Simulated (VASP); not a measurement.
Wanted: the native input for a VASP 6.6.1 run.

- Task: single point
- Functional: PBE
- Potentials or basis: VASP PAW PBE potentials, release 64 (Nd_3, As, W_sv), 4f in core
- Cutoff: 500 eV
- k mesh: 12 × 12 × 8
- Occupations: gaussian, width 0.1 eV
- Spin: no spin polarisation
- Dipole correction: no
- Further INCAR settings: ALGO = Normal; EDIFF = 1e-06; NBANDS = 34

The structure of Nd2As3W lies in POSCAR:

```
Nd2As3W
1.0
    5.7541362733      0.0000000000      0.0000000000
   -2.8770681367      4.9832281895      0.0000000000
    0.0000000000      0.0000000000      5.0480569575
Nd As W
2 3 1
Direct
    0.6666666667      0.3333333333      0.0000000000
    0.3333333333      0.6666666667      0.0000000000
    0.0000000000      0.5000000000      0.5000000000
    0.5000000000      0.5000000000      0.5000000000
    0.5000000000      0.0000000000      0.5000000000
    0.0000000000      0.0000000000      0.0000000000
```

The cell was generated, and may not be a known phase.

The input as run:

INCAR

```
  ALGO = Normal
  EDIFF = 1E-6
  ENCUT = 500
  GGA = PE
  GGA_COMPAT = False
  ISIF = 2
  ISMEAR = 0
  LASPH = True
  LCHARG = False
  LMAXMIX = 6
  LREAL = False
  LWAVE = False
  NBANDS = 34
  NELM = 200
  PREC = Accurate
  SIGMA = 0.1
```

KPOINTS

```
k-points
0
Gamma
  12 12 8
```

Potentials or basis: VASP PAW PBE potentials, release 64 (Nd_3, As, W_sv), 4f in core.

Command:

```sh
$ cat potpaw_PBE.64/Nd_3/POTCAR potpaw_PBE.64/As/POTCAR potpaw_PBE.64/W_sv/POTCAR > POTCAR
$ mpirun -np 1 vasp_std > vasp.out
```

It gave:

* Pressure: 0.2 GPa
* Band gap on the k mesh: zero (an odd number of electrons rules out a gap without spin polarisation)

Caveat: spin-orbit coupling is left out, which moves the levels of the heavy elements; the 4f electrons are frozen in the core, so they carry no moment and show no levels; an odd number of electrons without spin polarisation forces a metal; a magnetic or distorted state may lie lower.

Run time: 3.5 min on 1 thread of Intel(R) Xeon(R) 6975P-C (Granite Rapids), on a shared host, peak memory 0.54 GiB.
